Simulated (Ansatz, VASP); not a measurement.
One calculation of CsPbCl3, two programs

File INCAR:

```
SYSTEM = CsPbCl3
  PREC = Accurate
  ENCUT = 520
  EDIFF = 1E-7
  ISMEAR = 0
  SIGMA = 0.05
  LREAL = .FALSE.
  LASPH = .TRUE.
  NELM = 60
  ALGO = Normal
  ISIF = 2
  LWAVE = .FALSE.
  LCHARG = .TRUE.
  GGA = PS
  LELF = .TRUE.
  LVHAR = .TRUE.
  NBANDS = 30
```

Contents of KPOINTS:

```
Automatic mesh
0
G
  6 6 6
  0 0 0
```

Contents of POSCAR:

```
CsPbCl3
1.0
    5.4648750000      0.0000000000      0.0000000000
    0.0000000000      5.4648750000      0.0000000000
    0.0000000000      0.0000000000      5.7451250000
Cs Pb Cl
1 1 3
Direct
    0.0000000000      0.0000000000      0.0000000000
    0.5000000000      0.5000000000      0.5000000000
    0.0000000000      0.5000000000      0.5000000000
    0.5000000000      0.0000000000      0.5000000000
    0.5000000000      0.5000000000      0.0000000000
```

Input for Ansatz:

```yaml
crystal:
  lattice:
    - [5.464875, 0.0, 0.0]
    - [0.0, 5.464875, 0.0]
    - [0.0, 0.0, 5.745125]
  atoms:
    - { symbol: Cs, position: [0.0, 0.0, 0.0] }
    - { symbol: Pb, position: [0.5, 0.5, 0.5] }
    - { symbol: Cl, position: [0.0, 0.5, 0.5] }
    - { symbol: Cl, position: [0.5, 0.0, 0.5] }
    - { symbol: Cl, position: [0.5, 0.5, 0.0] }
basis:
  ecutwfc: 420
kpoints:
  mp_grid: { grid: [6, 6, 6] }
hamiltonian:
  xc: pbesol
scf:
  occupations: { method: gaussian, width: 0.05 }
output:
  forces: true
  stress: true
  eigenvalues: true
```

Change from the starting cell: strain -0.025 along x and y, +0.025 along z, atoms carried along.

Alike in both runs: task single point; functional PBEsol; k mesh 6 × 6 × 6; occupations gaussian, width 0.05 eV; no spin polarisation.

```csv
,VASP,Ansatz
version,VASP 6.6.1,Ansatz 0.2.0
potentials or method,"VASP PAW PBE potentials, release 64 (Cs_sv, Pb_d, Cl), cutoff 520 eV","scalar-relativistic, plane waves, PAW"
valence electrons in the cell,44,44
```

```csv
,VASP,Ansatz,Ansatz less VASP
gap on the k mesh at the Fermi level (eV),1.40,1.40,-0.006
least direct gap on the mesh (eV),1.40,1.40,-0.006
pressure (GPa),1.0,1.1,+0.03
"traceless stress, the component that is largest in VASP (GPa)",-1.83,-1.82,+0.003
```

VASP's potentials were made for PBE, not for PBEsol.

Neither program's run includes spin-orbit coupling.
